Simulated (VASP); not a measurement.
# Ge (Cmcm) in VASP: further runs

Aim: see how the results for Ge move with the level of theory and the settings. Levels: PBEsol, RPBE, revPBE, PBE-based screened hybrid with 25 % exact exchange. Tasks: relaxation of cell and atoms, single point.

All numbers are computed with VASP 6.6.1; they aren't measurements. Logs are shortened: lines on timing, memory, paths and dates and some standing lists are left out, and cuts for length are marked.

### 1 The cell of the first run

The structure is orthorhombic, space group Cmcm (No. 63). Conventional cell: a = 2.976 Å, b = 5.189 Å, c = 4.728 Å, α = 90.00°, β = 90.00°, γ = 90.00°. Ge (site symmetry m2m) has 12 Ge at 2.92 to 2.99 Å within 3.9 Å.

This isn't the form of Ge at room conditions, which is diamond.

### 2 Relaxation of cell and atoms, PBEsol

INCAR reads:

```
PREC = Accurate
ENCUT = 600
EDIFF = 1E-6
ISMEAR = -1
SIGMA = 0.05
LREAL = False
LASPH = True
NELM = 60
ALGO = Normal
ISIF = 3
LWAVE = False
LCHARG = False
GGA = PS
IBRION = 2
NSW = 60
EDIFFG = -0.01
```

KPOINTS reads:

```
Automatic mesh
0
Gamma
  10 10 6
```

POSCAR reads:

```
Ge
1.0
    1.4880529250     -2.5946896100      0.0000000000
    1.4880529250      2.5946896100      0.0000000000
    0.0000000000      0.0000000000      4.7275957900
Ge
2
Direct
    0.3334466300      0.6665533700      0.2500000000
    0.6665533700      0.3334466300      0.7500000000
```

Potentials or basis: VASP PAW PBE potentials, release 64 (Ge_d).

On the command line:

```bash
> cat potpaw_PBE.64/Ge_d/POTCAR > POTCAR
> mpirun -np 1 vasp_std > vasp.out
```

OUTCAR:

```text
PREC = Accurate
   ENCUT = 600
   EDIFF = 1E-6
   ISMEAR = -1
   LREAL = False
   LASPH = True
   NELM = 60
   ISIF = 3
   GGA = PS
   IBRION = 2
   NSW = 60
   EDIFFG = -0.01

 ion  position               nearest neighbor table
   1  0.333  0.667  0.250-
   2  0.667  0.333  0.750-

  LATTYP: Found a base centered orthorhombic cell.
 ALAT       =     2.9761058500
 B/A-ratio  =     1.7436809984
 C/A-ratio  =     1.5885173540

  Lattice vectors:

 A1 = (   1.4880529250,  -2.5946896100,   0.0000000000)
 A2 = (   1.4880529250,   2.5946896100,   0.0000000000)
 A3 = (   0.0000000000,   0.0000000000,   4.7275957900)

Analysis of symmetry for initial positions (statically):
=====================================================================
 Subroutine PRICEL returns:
 Original cell was already a primitive cell.

 Routine SETGRP: Setting up the symmetry group for a
 base centered orthorhombic supercell.

 Subroutine GETGRP returns: Found  8 space group operations
 (whereof  4 operations were pure point group operations)
 out of a pool of  8 trial point group operations.

The static configuration has the point symmetry C_2h.
 The point group associated with its full space group is D_2h.

Analysis of symmetry for dynamics (positions and initial velocities):
=====================================================================
 Subroutine PRICEL returns:
 Original cell was already a primitive cell.

 Routine SETGRP: Setting up the symmetry group for a
 base centered orthorhombic supercell.

 Subroutine GETGRP returns: Found  8 space group operations
 (whereof  4 operations were pure point group operations)
 out of a pool of  8 trial point group operations.

The dynamic configuration has the point symmetry C_2h.
 The point group associated with its full space group is D_2h.

 Subroutine INISYM returns: Found  8 space group operations
 (whereof  4 operations are pure point group operations),
 and found     1 'primitive' translations

----------------------------------------------------------------------------------------

                                     Primitive cell

  volume of cell :      36.5068

  direct lattice vectors                    reciprocal lattice vectors
     1.488052925 -2.594689610  0.000000000     0.336009554 -0.192701277  0.000000000
     1.488052925  2.594689610  0.000000000     0.336009554  0.192701277  0.000000000
     0.000000000  0.000000000  4.727595790     0.000000000  0.000000000  0.211524006

  length of vectors
     2.991106096  2.991106096  4.727595790     0.387345069  0.387345069  0.211524006

  position of ions in fractional coordinates (direct lattice)
     0.333446630  0.666553370  0.250000000
     0.666553370  0.333446630  0.750000000

  ion indices of the primitive-cell ions
   primitive index   ion index
                 1           1
                 2           2

----------------------------------------------------------------------------------------

 KPOINTS: Automatic mesh

Automatic generation of k-mesh.
 Grid dimensions read from file:
 generate k-points for:   10   10    6

 Generating k-lattice:

  Cartesian coordinates                     Fractional coordinates (reciprocal lattice)
     0.033600955 -0.019270128  0.000000000     0.100000000 -0.000000000  0.000000000
     0.033600955  0.019270128  0.000000000    -0.000000000  0.100000000  0.000000000
     0.000000000  0.000000000  0.035254001     0.000000000  0.000000000  0.166666667

  Length of vectors
     0.038734507  0.038734507  0.035254001

  Shift w.r.t. Gamma in fractional coordinates (k-lattice)
     0.000000000  0.000000000  0.000000000

 Subroutine IBZKPT returns following result:
 ===========================================

 Found    124 irreducible k-points:

 Following reciprocal coordinates:
            Coordinates               Weight
  0.000000  0.000000  0.000000      1.000000
  0.100000  0.000000  0.000000      4.000000
  0.200000  0.000000  0.000000      4.000000
  0.300000 -0.000000  0.000000      4.000000
  0.400000 -0.000000  0.000000      4.000000
  0.500000 -0.000000  0.000000      2.000000
[... 16 lines left out ...]
  0.300000  0.300000  0.000000      2.000000
  0.400000  0.300000  0.000000      4.000000
 [... further k-points ...]
   k-points           NKPTS =    124   k-points in BZ     NKDIM =    124   number of bands    NBANDS=     18
   number of dos      NEDOS =    301   number of ions     NIONS =      2
   total plane-waves  NPLWV =  23040
   dimension x,y,z NGX =    24 NGY =   24 NGZ =   40
   dimension x,y,z NGXF=    48 NGYF=   48 NGZF=   80
   ions per type =               2
   NGX,Y,Z   is equivalent  to a cutoff of  13.34, 13.34, 14.07 a.u.
   NGXF,Y,Z  is equivalent  to a cutoff of  26.68, 26.68, 28.13 a.u.
 SYSTEM =  unknown system
   PREC   = accura    normal or accurate (medium, high low for compatibility)
   ISTART =      0    job   : 0-new  1-cont  2-samecut
   ICHARG =      2    charge: 1-file 2-atom 10-const
   ISPIN  =      1    spin polarized calculation?
   LNONCOLLINEAR =      F non collinear calculations
   LSORBIT =      F    spin-orbit coupling
   LASPH  =      T    aspherical Exc in radial PAW
   ENCUT  =  600.0 eV  44.10 Ry    6.64 a.u.   5.97  5.97  9.44*2*pi/ulx,y,z
   NELM   =     60;   NELMIN=  2; NELMDL= -5     # of ELM steps
   EDIFF  = 0.1E-05   stopping-criterion for ELM
   LREAL  =      F    real-space projection
   EDIFFG = -.1E-01   stopping-criterion for IOM
   NSW    =     60    number of steps for IOM
   IBRION =      2    ionic relax: 0-MD 1-quasi-New 2-CG
   NFREE  =      1    steps in history (QN), initial steepest desc. (CG)
   ISIF   =      3    stress and relaxation
   ISYM   =      2    0-nonsym 1-usesym 2-fastsym
   POTIM  = 0.5000    time-step for ionic-motion
   TEBEG  =    0.0;   TEEND  =   0.0 temperature during run
   PSTRESS=    0.0 pullay stress
   NELECT =      28.0000    total number of electrons
   NUPDOWN=      -1.0000    fix difference up-down
   EMIN   =  10.00;   EMAX   =-10.00  energy-range for DOS
   EFERMI =   0.00;   METHOD = LEGACY
   ISMEAR =    -1;   SIGMA  =   0.05  broadening in eV -4-tet -1-fermi 0-gaus
   EFERMI_NEDOS =   21; number of points for ismear=-14 and -15
   IALGO  =     38    algorithm
   IMIX   =      4    mixing-type and parameters
     AMIX     =   0.40;   BMIX     =  1.00
     AMIX_MAG =   1.60;   BMIX_MAG =  1.00
  volume/ion in A,a.u.               =      18.25       123.18
  Fermi-wavevector in a.u.,A,eV,Ry     =   1.498544  2.831837 30.553703  2.245634
  Thomas-Fermi vector in A             =   2.610289
   LORBIT       =      0    0 simple, 1 ext, 2 COOP (PROOUT), +10 PAW based schemes
   GGA     = PS    functional components
   LHFCALC =     F    Hartree Fock is set to
   AEXX    =    0.0000 exact exchange contribution
   IVDW    =     0    specifies the selected vdW correction
   LEPSILON=     F    determine dielectric tensor
   LRPA    =     F    only Hartree local field effects (RPA)
 conjugate gradient relaxation of ions
 non-spin polarized calculation
  energy-cutoff  :      600.00
  volume of cell :       36.51
 maximum number of plane-waves:      1237
   NGX = 11   NGY = 11   NGZ = 19

--------------------------------------- Ionic step        1  -------------------------------------------

 number of electron      27.9999997 magnetization

 Free energy of the ion-electron system (eV)
  ---------------------------------------------------
  ext. energy  EPLUGINS =         0.00000000
  ---------------------------------------------------
  free energy    TOTEN  =        -9.34253715 eV

  energy without entropy =       -9.33407144  energy(sigma->0) =       -9.33830430

------------------------ aborting loop because EDIFF is reached ----------------------------------------

  FORCE on cell =-STRESS in cart. coord.  units (eV):
  Direction    XX          YY          ZZ          XY          YZ          ZX
  --------------------------------------------------------------------------------------
  -------------------------------------------------------------------------------------
  Total       -0.0563729     -0.0056578      0.5181887      0.0000000      0.0000000      0.0000000
  in kB       -2.4740424     -0.2483033     22.7417762      0.0000000      0.0000000      0.0000000
  external PRESSURE =       6.6731435 kB  Pullay stress =       0.0000000 kB
[... 89 lines left out ...]
  FREE ENERGIE OF THE ION-ELECTRON SYSTEM (eV)
  ---------------------------------------------------
  free  energy   TOTEN  =        -9.3467574012 eV

  energy  without entropy=       -9.3389223579  energy(sigma->0) =       -9.34283988

[... ionic steps 4 to 15 ...]

--------------------------------------- Ionic step       16  -------------------------------------------

 number of electron      27.9999993 magnetization

------------------------ aborting loop because EDIFF is reached ----------------------------------------

  FORCE on cell =-STRESS in cart. coord.  units (eV):
  Direction    XX          YY          ZZ          XY          YZ          ZX
  --------------------------------------------------------------------------------------
  -------------------------------------------------------------------------------------
  Total       -0.0562379     -0.0380742      0.0055990      0.0000000      0.0000000      0.0000000
  in kB       -2.4532007     -1.6608637      0.2442398      0.0000000      0.0000000      0.0000000
  external PRESSURE =      -1.2899415 kB  Pullay stress =       0.0000000 kB
[... 57 lines left out ...]
  energy  without entropy=       -9.3412458213  energy(sigma->0) =       -9.34476429

--------------------------------------- Ionic step       18  -------------------------------------------

 number of electron      27.9999993 magnetization

 Free energy of the ion-electron system (eV)
  ---------------------------------------------------
  ext. energy  EPLUGINS =         0.00000000
  ---------------------------------------------------
  free energy    TOTEN  =        -9.34831929 eV

  energy without entropy =       -9.34136401  energy(sigma->0) =       -9.34484165

 E-fermi :   6.8950     XC(G=0): -11.5735

 val. band max:        6.8321897730   @ k =  -0.3000   0.1000   0.0000
 cond. band min:       6.9180841739   @ k =   0.3000   0.2000   0.5000
 fundamental gap:      0.0858944009
 Fermi energy:         6.8949681747

 k-point     1 :       0.0000    0.0000    0.0000
  band No.  band energies     occupation
      1     -17.7215      2.00000
      2     -17.7149      2.00000
      3     -17.7146      2.00000
      4     -17.7061      2.00000
      5     -17.7045      2.00000
      6     -17.6969      2.00000
[... 10 lines left out ...]
     17      15.9526      0.00000
     18      16.4365      0.00000
[... 466 lines left out ...]
      2     -17.7016      2.00000
      3     -17.6982      2.00000
      4     -17.6917      2.00000
      5     -17.6784      2.00000
      6     -17.6632      2.00000
[... 10 lines left out ...]
     17       8.2199      0.00000
     18       8.7307      0.00000

 [... further k-points ...]

------------------------ aborting loop because EDIFF is reached ----------------------------------------

  FORCE on cell =-STRESS in cart. coord.  units (eV):
  Direction    XX          YY          ZZ          XY          YZ          ZX
  --------------------------------------------------------------------------------------
  -------------------------------------------------------------------------------------
  Total       -0.0093426     -0.0018656      0.0093063      0.0000000      0.0000000      0.0000000
  in kB       -0.4074225     -0.0813576      0.4058404      0.0000000      0.0000000      0.0000000
  external PRESSURE =      -0.0276466 kB  Pullay stress =       0.0000000 kB
[... 17 lines left out ...]
  FREE ENERGIE OF THE ION-ELECTRON SYSTEM (eV)
  ---------------------------------------------------
  free  energy   TOTEN  =        -9.3483192866 eV

  energy  without entropy=       -9.3413640098  energy(sigma->0) =       -9.34484165

 reached required accuracy - stopping structural energy minimisation
```

It took 12 min on 1 thread of Intel Xeon 8259CL, shared host; peak memory 0.23 GiB.

What came out:

```yaml
Free_energy: -9.3483 eV
Relaxed_volume: 18.37 Å³/atom
Relaxed_cell: a = 2.982 Å, b = 2.982 Å, c = 4.816 Å, α = 90.00°, β = 90.00°, γ = 120.91°
Space_group_after_relaxing_to_0.1_Å: P6_3/mmc (No. 194)
Energy_gained_by_relaxing: 2.9 meV/atom
Ionic_steps: 18
Pressure_after_relaxing: 0.0 GPa
Largest_force_after_relaxing: 0.007 eV/Å
Band_gap_on_the_k_mesh: zero (bands 14 and 15 overlap by 9.10 eV)
```

Forces on the atoms (eV/Å):
```
Ge   0.000 -0.007  0.000
Ge   0.000  0.007  0.000
```

Step by step:
```csv
step,energy change (eV),largest force (eV/Å),pressure (GPa),volume (Å³)
1,0.0000,0.0006,0.67,36.51
2,-0.0040,0.0018,-0.29,36.91
3,-0.0042,0.0032,-0.80,37.13
4,-0.0043,0.0028,-0.46,37.05
5,-0.0043,0.0029,-0.80,37.08
6,-0.0043,0.0029,-0.62,37.06
7,-0.0055,0.0052,-0.14,36.78
8,-0.0055,0.0053,-0.17,36.79
9,-0.0056,0.0055,0.29,36.69
10,-0.0056,0.0060,-0.07,36.71
11,-0.0056,0.0053,0.00,36.70
12,-0.0056,0.0054,0.01,36.70
13,-0.0056,0.0053,0.12,36.69
14,-0.0057,0.0059,0.16,36.71
15,-0.0057,0.0061,0.05,36.73
16,-0.0057,0.0061,-0.13,36.73
17,-0.0057,0.0066,0.01,36.73
18,-0.0058,0.0065,0.00,36.74
```

Final structure:
```yaml
crystal:
  lattice:
    - [1.47045, -2.59409, 0.00000]
    - [1.47045, 2.59409, 0.00000]
    - [0.00000, 0.00000, 4.81578]
  atoms:
    - { symbol: Ge, position: [0.33375, 0.66624, 0.25000] }
    - { symbol: Ge, position: [0.66624, 0.33375, 0.75000] }
```

Caveat: the PAW data sets were made with another functional, which shifts forces and pressure a little.

### 3 Relaxation of cell and atoms, RPBE

INCAR reads:

```
PREC = Accurate
ENCUT = 600
EDIFF = 1E-7
ISMEAR = -1
SIGMA = 0.05
LREAL = F
LASPH = T
NELM = 60
ALGO = Normal
ISIF = 3
LWAVE = F
LCHARG = F
GGA = RP
IBRION = 2
NSW = 60
EDIFFG = -0.01
```

KPOINTS is that of step 2.

POSCAR is that of step 2.

Potentials or basis: VASP PAW PBE potentials, release 64 (Ge_d).

On the command line:

```bash
> cat potpaw_PBE.64/Ge_d/POTCAR > POTCAR
> mpirun -np 1 vasp_std > vasp.out
```

OUTCAR:

```text
PREC = Accurate
   ENCUT = 600
   EDIFF = 1E-7
   ISMEAR = -1
   LREAL = F
   LASPH = T
   NELM = 60
   ISIF = 3
   GGA = RP
   IBRION = 2
   NSW = 60
   EDIFFG = -0.01

 ion  position               nearest neighbor table
   1  0.333  0.667  0.250-
   2  0.667  0.333  0.750-

  LATTYP: Found a base centered orthorhombic cell.
 ALAT       =     2.9761058500
 B/A-ratio  =     1.7436809984
 C/A-ratio  =     1.5885173540

  Lattice vectors:

 A1 = (   1.4880529250,  -2.5946896100,   0.0000000000)
 A2 = (   1.4880529250,   2.5946896100,   0.0000000000)
 A3 = (   0.0000000000,   0.0000000000,   4.7275957900)

Analysis of symmetry for initial positions (statically):
=====================================================================
 Subroutine PRICEL returns:
[... 468 lines left out ...]

  energy without entropy =       -7.66518735  energy(sigma->0) =       -7.66912720

 E-fermi :   6.3848     XC(G=0): -10.9607

 val. band max:        6.3320382370   @ k =  -0.3000   0.2000   0.1667
 cond. band min:       6.3991226767   @ k =   0.5000   0.2000   0.5000
 fundamental gap:      0.0670844397
 Fermi energy:         6.3847591337

 k-point     1 :       0.0000    0.0000    0.0000
  band No.  band energies     occupation
      1     -18.3942      2.00000
      2     -18.3914      2.00000
      3     -18.3914      2.00000
      4     -18.3875      2.00000
      5     -18.3852      2.00000
      6     -18.3816      2.00000
[... 481 lines left out ...]
      5     -18.3632      2.00000
      6     -18.3518      2.00000
[... 10 lines left out ...]
     17       7.6445      0.00000
     18       8.1366      0.00000

 [... further k-points ...]

------------------------ aborting loop because EDIFF is reached ----------------------------------------

  FORCE on cell =-STRESS in cart. coord.  units (eV):
  Direction    XX          YY          ZZ          XY          YZ          ZX
  --------------------------------------------------------------------------------------
  -------------------------------------------------------------------------------------
  Total       -0.0110571      0.0103038     -0.0028939      0.0000000     -0.0000000      0.0000000
  in kB       -0.4474896      0.4170002     -0.1171177      0.0000000     -0.0000000      0.0000000
  external PRESSURE =      -0.0492024 kB  Pullay stress =       0.0000000 kB
[... 17 lines left out ...]
  FREE ENERGIE OF THE ION-ELECTRON SYSTEM (eV)
  ---------------------------------------------------
  free  energy   TOTEN  =        -7.6730670566 eV

  energy  without entropy=       -7.6651873518  energy(sigma->0) =       -7.66912720

 reached required accuracy - stopping structural energy minimisation
```

Run time: 7.7 min. Hardware: 1 thread of Intel Xeon 8259CL, shared host; peak memory 0.22 GiB.

What came out:

| Property | Result |
| --- | --- |
| Free energy | -7.6731 eV |
| Relaxed volume | 19.79 Å³/atom |
| Relaxed cell | a = 3.053 Å, b = 3.053 Å, c = 4.928 Å, α = 90.00°, β = 90.00°, γ = 120.44° |
| Space group after relaxing (to 0.1 Å) | P6_3/mmc (No. 194) |
| Energy gained by relaxing | 29.6 meV/atom |
| Ionic steps | 9 |
| Pressure after relaxing | 0.0 GPa |
| Band gap on the k mesh | zero (bands 14 and 15 overlap by 8.52 eV) |

Step by step:
```
step  energy change (eV)  largest force (eV/Å)  pressure (GPa)  volume (Å³)
   1              0.0000                0.0013            6.11        36.51
   2             -0.0563                0.0008           -1.07        40.31
   3             -0.0583                0.0005           -0.07        39.65
   4             -0.0583                0.0005           -0.17        39.71
   5             -0.0589                0.0002           -0.09        39.68
   6             -0.0591                0.0006           -0.07        39.65
   7             -0.0591                0.0007           -0.13        39.64
   8             -0.0591                0.0007            0.05        39.54
   9             -0.0591                0.0008            0.00        39.59
```

Final structure:
```
CELL_PARAMETERS angstrom
1.51611 -2.64947 0.00000
1.51611 2.64947 0.00000
0.00000 0.00000 4.92777
ATOMIC_POSITIONS crystal
Ge 0.33345 0.66655 0.25000
Ge 0.66655 0.33345 0.75000
```

Levels at points of the mesh, in eV from the Fermi level:
```csv
k point,band 10,band 11,band 12,band 13,band 14,band 15,band 16,band 17,band 18
"(0.00, 0.00, 0.00)",-24.70,-12.76,-7.64,-5.22,6.33,6.47,8.18,8.33,8.88
"(0.50, 0.00, 0.00)",-24.69,-8.12,-6.80,-2.58,-1.46,-0.80,1.40,2.45,6.36
"(0.50, 0.50, 0.00)",-24.69,-8.22,-6.86,-2.62,-1.48,-0.88,1.36,2.64,6.53
"(0.00, 0.00, 0.50)",-24.72,-11.24,-11.24,1.31,1.31,7.32,7.32,7.46,7.46
"(0.50, 0.00, 0.50)",-24.69,-6.88,-6.88,-4.59,-4.59,3.92,3.92,4.47,4.47
"(0.50, 0.50, 0.50)",-24.70,-6.97,-6.97,-4.62,-4.62,4.12,4.12,4.48,4.48
```

Caveat: the PAW data sets were made with another functional, which shifts forces and pressure a little.

[end of part 1 of 2]

The gap in the log of VASP goes by the Fermi energy; the results here count the filled bands.